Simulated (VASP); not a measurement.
Crystal: Sc.

```
CELL_PARAMETERS angstrom
2.01157 1.16138 3.73021
-2.01157 1.16138 3.73021
0.00000 -2.32276 3.73021
ATOMIC_POSITIONS crystal
Sc 0.22754 0.22754 0.22754
Sc 0.77246 0.77246 0.77246
```

| Quantity | Value |
| --- | --- |
| Program | VASP 6.6.1 |
| Task | relaxation of cell and atoms |
| Functional | r2SCAN |
| Potentials or basis | VASP PAW PBE potentials, release 64 (Sc_sv) |
| Cutoff | 600 eV |
| k mesh | 6 × 6 × 6 |
| Occupations | gaussian, width 0.1 eV |
| Spin | no spin polarisation |

At the start: pressure -0.8 GPa; volume 26.14 Å³/atom.

Q: How do energy, volume and symmetry change on relaxing?

A: Over 30 steps the energy falls by 1069.5 meV/atom and the volume is 25.16 Å³/atom (-3.7 %); space group Fm-3m (No. 225, to 0.05 Å).

Step by step:
```tsv
step	energy change (eV)	largest force (eV/Å)	pressure (GPa)	volume (Å³)
1	0.0000	2.2366	-0.76	52.29
2	-0.4333	1.6639	0.53	51.35
3	-0.6434	0.0813	1.53	50.16
4	-0.6437	0.1475	1.50	50.20
5	-0.6862	0.1216	-0.15	52.23
6	-0.7127	0.6052	-2.65	55.91
7	-0.7270	0.6482	-2.85	56.21
8	-0.7783	0.7884	-3.30	57.08
9	-0.9220	1.0505	-4.15	58.69
10	-1.2044	1.2015	-5.98	61.47
11	-1.4510	0.6911	-7.11	65.27
12	-1.5373	0.4890	-6.88	64.67
13	-1.5665	0.3570	-6.69	64.23
14	-1.5637	0.1637	-6.16	63.18
15	-1.5742	0.2987	-6.58	63.98
16	-1.6622	0.4340	-5.65	61.77
17	-1.8232	0.8465	-2.33	55.91
18	-1.6711	1.6957	8.93	45.27
19	-1.8488	1.0955	0.22	52.73
20	-1.8903	1.0126	0.40	52.10
21	-1.9878	0.7906	1.27	50.22
22	-2.0418	0.2172	4.46	46.60
23	-2.0502	0.4353	3.24	47.66
24	-2.1087	0.1969	1.49	48.88
25	-2.1321	0.1322	-0.24	50.50
26	-2.1324	0.0975	-0.10	50.34
27	-2.1367	0.0728	0.07	50.23
28	-2.1387	0.0313	0.29	50.06
29	-2.1388	0.0345	0.26	50.07
30	-2.1390	0.0194	0.03	50.33
```

Final structure:
```yaml
crystal:
  lattice:
    - [1.64609, 0.95037, 5.36195]
    - [-1.64609, 0.95037, 5.36195]
    - [0.00000, -1.90074, 5.36195]
  atoms:
    - { symbol: Sc, position: [0.24983, 0.24983, 0.24983] }
    - { symbol: Sc, position: [0.75017, 0.75017, 0.75017] }
```

Caveat: the PAW data sets were made with another functional, which shifts forces and pressure a little.
